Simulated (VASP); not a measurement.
Here is a VASP 6.6.1 calculation.

INCAR

```
PREC = Accurate
ENCUT = 520
EDIFF = 1E-8
ISMEAR = -1
SIGMA = 0.05
LREAL = False
LASPH = True
NELM = 80
ALGO = Normal
ISIF = 2
LWAVE = False
LCHARG = False
LEFG = True
NBANDS = 18
```

File KPOINTS:

```
Automatic mesh
0
Gamma
  11 11 6
```

POSCAR

```
La
1.0
    3.7374601441      0.0000000000      0.0000000000
   -1.8687300720      3.2367354304      0.0000000000
    0.0000000000      0.0000000000      6.0496988450
La
2
Direct
    0.3333333333      0.6666666667      0.2500000000
    0.6666666667      0.3333333333      0.7500000000
```

Potentials or basis: VASP PAW LDA potentials, release 64 (La).

The run is started by

```console
$ cat potpaw_LDA.64/La/POTCAR > POTCAR
$ mpirun -np 1 vasp_std > vasp.out
```

Q: Predict the pressure.

A: -2.9 GPa.

Q: Estimate the band gap on the k mesh.

A: Zero (band 11 reaches 8.80 eV, above the bottom of band 12 at 7.40 eV).

Electric field gradients, principal values (V/Å²):
| atom | least | middle | greatest (by size) |
| --- | --- | --- | --- |
| 1 La | -5.384 | -5.385 | 10.769 |
| 2 La | -5.384 | -5.385 | 10.769 |

Caveat: without QUAD_EFG the Cq values of the log hold for a quadrupole moment of 1 mb, not for the nuclei; spin-orbit coupling is left out, which moves the levels of the heavy elements.
